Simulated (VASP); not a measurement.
Crystal: BaTe.

```
Ba Te
1.0
     0.00000    3.60166    3.60166
     3.60166    0.00000    3.60166
     3.60166    3.60166    0.00000
Ba Te
1 1
Direct
  0.00000 0.00000 0.00000
  0.50000 0.50000 0.50000
```

This cell differs from its parent crystal: volume changed by +6%.

Base run:

| Property | Result |
| --- | --- |
| Program | VASP 6.6.1 |
| Functional | r2SCAN |
| Potentials or basis | VASP PAW PBE potentials, release 64 (Ba_sv, Te) |
| Cutoff | 520 eV |
| k mesh | 6 × 6 × 6 |
| Occupations | gaussian, width 0.01 eV |
| Spin | no spin polarisation |

Its results: band gap on the k mesh 2.04 eV, indirect (least direct gap 2.42 eV); pressure -1.3 GPa.

Task: The run is repeated on the same cell with these changes: functional from r2SCAN to PBE. What comes out?

Result: Band gap on the k mesh 1.69 eV, indirect (least direct gap 2.06 eV); pressure -1.2 GPa.

r2SCAN gives the wider gap, since meta-GGAs in the generalised Kohn-Sham scheme recover part of the derivative discontinuity.

Caveats: spin-orbit coupling is left out, which moves the levels of the heavy elements; the PAW data sets were made with another functional, which shifts forces and pressure a little (some runs).

A k mesh can miss the band edges.
